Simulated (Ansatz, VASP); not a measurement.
## AlN: VASP beside Ansatz

```
Al N
1.0
     3.41148    0.00000    0.00000
    -1.70574    2.95443    0.00000
     0.00000    0.00000    4.06194
Al N
2 2
Direct
  0.33333 0.66667 0.75000
  0.66667 0.33333 0.25000
  0.33333 0.66667 0.25000
  0.66667 0.33333 0.75000
```

Change from the starting cell: strain +0.030 along x and y, -0.030 along z, atoms carried along.

Alike in both runs: task single point; functional LDA; k mesh 9 × 9 × 6; occupations gaussian, width 0.05 eV; no spin polarisation.

|  | VASP | Ansatz |
| --- | --- | --- |
| version | VASP 6.6.1 | Ansatz 0.2.0 |
| potentials or method | VASP PAW LDA potentials, release 64 (Al, N), cutoff 600 eV | scalar-relativistic, plane waves, PAW |
| valence electrons in the cell | 16 | 16 |

VASP gave:

| Item | Value |
| --- | --- |
| gap on the k mesh at the Fermi level (eV) | 3.26 |
| least direct gap on the mesh (eV) | 3.26 |
| pressure (GPa) | -13.9 |
| traceless stress, the component that is largest in VASP (GPa) | 6.32 |

Task: What did Ansatz give for the same quantities?

Result: gap on the k mesh at the Fermi level (eV): 3.26; least direct gap on the mesh (eV): 3.26; pressure (GPa): -14.2; traceless stress, the component that is largest in VASP (GPa): 6.28.

LDA's correlation is that of Perdew and Zunger in VASP and of Perdew and Wang (1992) in Ansatz.
